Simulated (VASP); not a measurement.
# Sr (Fm-3m) in VASP: a series of runs, part 2 of 2

VASP 6.6.1. The steps go on from the part before.

**4. Single point, PBE**

This run uses another cell than the first one, of 56.32 Å³/atom.

Input file POSCAR:

```
Sr
1.0
    0.0000000000      3.0423500000      3.0423500000
    3.0423500000      0.0000000000      3.0423500000
    3.0423500000      3.0423500000      0.0000000000
Sr
1
Direct
    0.0000000000      0.0000000000      0.0000000000
```

Input file INCAR.step1:

```
  PREC = Accurate
  ENCUT = 520
  EDIFF = 1E-6
  ISMEAR = -1
  SIGMA = 0.08
  LREAL = False
  LASPH = True
  NELM = 60
  ALGO = Normal
  ISIF = 2
  LWAVE = False
  LCHARG = True
  GGA = PE
  NBANDS = 11
```

Input file KPOINTS.step1:

```
regular mesh
0
Gamma
  10 10 10
```

Input file INCAR.step2:

```
  PREC = Accurate
  ENCUT = 520
  EDIFF = 1E-6
  ISMEAR = -5
  SIGMA = 0.08
  LREAL = False
  LASPH = True
  NELM = 60
  ALGO = Normal
  ISIF = 2
  LWAVE = False
  LCHARG = False
  GGA = PE
  LORBIT = 11
  NEDOS = 1001
  ICHARG = 11
```

Input file KPOINTS.step2:

```
regular mesh
0
Gamma
  15 15 15
```

Potentials or basis: VASP PAW PBE potentials, release 64 (Sr_sv).

The run is started by

```bash
$ cat potpaw_PBE.64/Sr_sv/POTCAR > POTCAR
$ cp INCAR.step1 INCAR
$ cp KPOINTS.step1 KPOINTS
$ mpirun -np 1 vasp_std > vasp.out
$ cp INCAR.step2 INCAR
$ cp KPOINTS.step2 KPOINTS
$ mpirun -np 1 vasp_std > vasp.out
```

OUTCAR:

```text
PREC = Accurate
   ENCUT = 520
   EDIFF = 1E-6
   ISMEAR = -5
   LREAL = False
   LASPH = True
   NELM = 60
   ISIF = 2
   GGA = PE
   LORBIT = 11
   ICHARG = 11

 ion  position               nearest neighbor table
   1  0.000  0.000  0.000-

  LATTYP: Found a face centered cubic cell.
 ALAT       =     6.0847000000

  Lattice vectors:

 A1 = (   0.0000000000,   3.0423500000,   3.0423500000)
 A2 = (   3.0423500000,   0.0000000000,   3.0423500000)
 A3 = (   3.0423500000,   3.0423500000,   0.0000000000)

Analysis of symmetry for initial positions (statically):
=====================================================================
 Subroutine PRICEL returns:
 Original cell was already a primitive cell.

 Routine SETGRP: Setting up the symmetry group for a
 face centered cubic supercell.

 Subroutine GETGRP returns: Found 48 space group operations
 (whereof 48 operations were pure point group operations)
 out of a pool of 48 trial point group operations.

The static configuration has the point symmetry O_h .

Analysis of symmetry for dynamics (positions and initial velocities):
=====================================================================
 Subroutine PRICEL returns:
 Original cell was already a primitive cell.

 Routine SETGRP: Setting up the symmetry group for a
 face centered cubic supercell.

 Subroutine GETGRP returns: Found 48 space group operations
 (whereof 48 operations were pure point group operations)
 out of a pool of 48 trial point group operations.

The dynamic configuration has the point symmetry O_h .

 Subroutine INISYM returns: Found 48 space group operations
 (whereof 48 operations are pure point group operations),
 and found     1 'primitive' translations

----------------------------------------------------------------------------------------

                                     Primitive cell

  volume of cell :      56.3193

  direct lattice vectors                    reciprocal lattice vectors
     0.000000000  3.042350000  3.042350000    -0.164346640  0.164346640  0.164346640
     3.042350000  0.000000000  3.042350000     0.164346640 -0.164346640  0.164346640
     3.042350000  3.042350000  0.000000000     0.164346640  0.164346640 -0.164346640

  length of vectors
     4.302532631  4.302532631  4.302532631     0.284656730  0.284656730  0.284656730

  position of ions in fractional coordinates (direct lattice)
     0.000000000  0.000000000  0.000000000

  ion indices of the primitive-cell ions
   primitive index   ion index
                 1           1

----------------------------------------------------------------------------------------

 KPOINTS: regular mesh

Automatic generation of k-mesh.
 Grid dimensions read from file:
 generate k-points for:   15   15   15

 Generating k-lattice:

  Cartesian coordinates                     Fractional coordinates (reciprocal lattice)
    -0.010956443  0.010956443  0.010956443     0.066666667  0.000000000  0.000000000
     0.010956443 -0.010956443  0.010956443     0.000000000  0.066666667  0.000000000
     0.010956443  0.010956443 -0.010956443     0.000000000  0.000000000  0.066666667

  Length of vectors
     0.018977115  0.018977115  0.018977115

  Shift w.r.t. Gamma in fractional coordinates (k-lattice)
     0.000000000  0.000000000  0.000000000

 TETIRR: Found    484 inequivalent tetrahedra from    20250

 Subroutine IBZKPT returns following result:
 ===========================================

 Found    120 irreducible k-points:

 Following reciprocal coordinates:
            Coordinates               Weight
  0.000000  0.000000  0.000000      1.000000
  0.066667  0.000000  0.000000      8.000000
  0.133333  0.000000  0.000000      8.000000
  0.200000  0.000000  0.000000      8.000000
  0.266667  0.000000  0.000000      8.000000
  0.333333  0.000000  0.000000      8.000000
[... 16 lines left out ...]
  0.133333  0.133333  0.000000      6.000000
  0.200000  0.133333  0.000000     24.000000
 [... further k-points ...]
   k-points           NKPTS =    120   k-points in BZ     NKDIM =    120   number of bands    NBANDS=      9
   number of dos      NEDOS =   1001   number of ions     NIONS =      1
   total plane-waves  NPLWV =  32768
   dimension x,y,z NGX =    32 NGY =   32 NGZ =   32
   dimension x,y,z NGXF=    64 NGYF=   64 NGZF=   64
   ions per type =               1
   NGX,Y,Z   is equivalent  to a cutoff of  12.36, 12.36, 12.36 a.u.
   NGXF,Y,Z  is equivalent  to a cutoff of  24.73, 24.73, 24.73 a.u.
 SYSTEM =  unknown system
   PREC   = accura    normal or accurate (medium, high low for compatibility)
   ISTART =      0    job   : 0-new  1-cont  2-samecut
   ICHARG =     11    charge: 1-file 2-atom 10-const
   ISPIN  =      1    spin polarized calculation?
   LNONCOLLINEAR =      F non collinear calculations
   LSORBIT =      F    spin-orbit coupling
   LASPH  =      T    aspherical Exc in radial PAW
   ENCUT  =  520.0 eV  38.22 Ry    6.18 a.u.   8.00  8.00  8.00*2*pi/ulx,y,z
   NELM   =     60;   NELMIN=  2; NELMDL=  0     # of ELM steps
   EDIFF  = 0.1E-05   stopping-criterion for ELM
   LREAL  =      F    real-space projection
   EDIFFG = 0.1E-04   stopping-criterion for IOM
   NSW    =      0    number of steps for IOM
   IBRION =     -1    ionic relax: 0-MD 1-quasi-New 2-CG
   NFREE  =      0    steps in history (QN), initial steepest desc. (CG)
   ISIF   =      2    stress and relaxation
   ISYM   =      2    0-nonsym 1-usesym 2-fastsym
   POTIM  = 0.5000    time-step for ionic-motion
   TEBEG  =    0.0;   TEEND  =   0.0 temperature during run
   PSTRESS=    0.0 pullay stress
   NELECT =      10.0000    total number of electrons
   NUPDOWN=      -1.0000    fix difference up-down
   EMIN   =  10.00;   EMAX   =-10.00  energy-range for DOS
   EFERMI =   0.00;   METHOD = LEGACY
   ISMEAR =    -5;   SIGMA  =   0.08  broadening in eV -4-tet -1-fermi 0-gaus
   EFERMI_NEDOS =   21; number of points for ismear=-14 and -15
   IALGO  =     38    algorithm
   IMIX   =      4    mixing-type and parameters
     AMIX     =   0.40;   BMIX     =  1.00
     AMIX_MAG =   1.60;   BMIX_MAG =  1.00
  volume/ion in A,a.u.               =      56.32       380.06
  Fermi-wavevector in a.u.,A,eV,Ry     =   0.920144  1.738819 11.519569  0.846664
  Thomas-Fermi vector in A             =   2.045416
   LORBIT       =     11    0 simple, 1 ext, 2 COOP (PROOUT), +10 PAW based schemes
   GGA     = PE    functional components
   LHFCALC =     F    Hartree Fock is set to
   AEXX    =    0.0000 exact exchange contribution
   IVDW    =     0    specifies the selected vdW correction
   LEPSILON=     F    determine dielectric tensor
   LRPA    =     F    only Hartree local field effects (RPA)
 non-spin polarized calculation
 Fermi weights with tetrahedron method with Bloechl corrections
  energy-cutoff  :      520.00
  volume of cell :       56.32
 maximum number of plane-waves:      1540

 number of electron      10.0000000 magnetization

 Free energy of the ion-electron system (eV)
  ---------------------------------------------------
  ext. energy  EPLUGINS =         0.00000000
  ---------------------------------------------------
  free energy    TOTEN  =        -1.63559713 eV

  energy without entropy =       -1.63559713  energy(sigma->0) =       -1.63559713

 E-fermi :   1.5359     XC(G=0):  -7.2788

 val. band max:        1.5701238693   @ k =  -0.2667   0.4667   0.2000
 cond. band min:       1.5145577288   @ k =  -0.4000   0.2667   0.0667
 fundamental gap:     -0.0555661405
 Fermi energy:         1.5359308130

 k-point     1 :       0.0000    0.0000    0.0000
  band No.  band energies     occupation
      1     -35.1640      2.00000
      2     -17.0555      2.00000
      3     -17.0555      2.00000
      4     -17.0555      2.00000
      5      -2.1058      2.00000
      6       3.8200      0.00000
      7       3.8200      0.00000
      8       3.8200      0.00000
      9       5.2487      0.00000

 k-point     2 :       0.0667    0.0000    0.0000
  band No.  band energies     occupation
      1     -35.1634      2.00000
      2     -17.0635      2.00000
      3     -17.0566      2.00000
      4     -17.0566      2.00000
      5      -2.0357      2.00000
      6       3.7080      0.00000
      7       3.8540      0.00000
      8       3.8540      0.00000
      9       5.2027      0.00000
[... 253 lines left out ...]
 k-point    24 :       0.2000    0.1333    0.0000
  band No.  band energies     occupation
      1     -35.1596      2.00000
      2     -17.1063      2.00000
      3     -17.0720      2.00000
      4     -17.0705      2.00000
      5      -1.4947      2.00000
      6       3.0889      0.00000
      7       4.0330      0.00000
      8       4.0944      0.00000
      9       4.4618      0.00000

 [... further k-points ...]
[... 5 lines left out ...]
  --------------------------------------------------------------------------------------
  -------------------------------------------------------------------------------------
  Total       -0.1269195     -0.1269195     -0.1269195     -0.0000000      0.0000000     -0.0000000
  in kB       -3.6106166     -3.6106166     -3.6106166     -0.0000000      0.0000000     -0.0000000
  external PRESSURE =      -3.6106166 kB  Pullay stress =       0.0000000 kB

 VOLUME and BASIS-vectors are now :
 -----------------------------------------------------------------------------
  energy-cutoff  :      520.00
  volume of cell :       56.32
      direct lattice vectors                 reciprocal lattice vectors
     0.000000000  3.042350000  3.042350000    -0.164346640  0.164346640  0.164346640
     3.042350000  0.000000000  3.042350000     0.164346640 -0.164346640  0.164346640
     3.042350000  3.042350000  0.000000000     0.164346640  0.164346640 -0.164346640

 POSITION                                       TOTAL-FORCE (eV/Angst)
 -----------------------------------------------------------------------------------
      0.00000      0.00000      0.00000         0.000000      0.000000      0.000000
 -----------------------------------------------------------------------------------
    total drift:                               -0.000000     -0.000000     -0.000000

  FREE ENERGIE OF THE ION-ELECTRON SYSTEM (eV)
  ---------------------------------------------------
  free  energy   TOTEN  =        -1.6355971256 eV

  energy  without entropy=       -1.6355971256  energy(sigma->0) =       -1.63559713

 total charge

# of ion       s       p       d       tot
------------------------------------------
    1        2.063   5.712   0.130   7.905
```

Run time: 69 s. Hardware: 1 thread of Intel Xeon 8259CL, shared host; peak memory 0.21 GiB.

What came out:

```
Valence electrons inside the program's atomic spheres : Sr 7.91
```

Levels at points of the mesh, in eV from the Fermi level:
| k point | band 1 | band 2 | band 3 | band 4 | band 5 | band 6 | band 7 | band 8 | band 9 |
| --- | --- | --- | --- | --- | --- | --- | --- | --- | --- |
| (0.00, 0.00, 0.00) | -36.70 | -18.59 | -18.59 | -18.59 | -3.64 | 2.28 | 2.28 | 2.28 | 3.71 |

**5. Overview**

| task | cell | k mesh for the DOS | occupations for the DOS | gap on the mesh (eV) | pressure (GPa) |
| --- | --- | --- | --- | --- | --- |
| electric field gradients | a = 4.345 Å, angles 60.0°, 1 atom | - | - | none | -0.6 |
| electric field gradients | a = 4.387 Å, angles 60.0°, 1 atom | - | - | none | -0.8 |
| single point | a = 4.303 Å, angles 60.0°, 1 atom | 15 × 15 × 15 | tetrahedron | - | - |

Alike in all rows: level PBE; potentials or basis VASP PAW PBE potentials, release 64 (Sr_sv); no spin polarisation; k mesh 10 × 10 × 10; cutoff (eV) 520; smearing fermi-dirac 0.08 eV.

Absolute energies hang on the potentials; compare differences alone.

The gap in the log of VASP goes by the Fermi energy; the results here count the filled bands.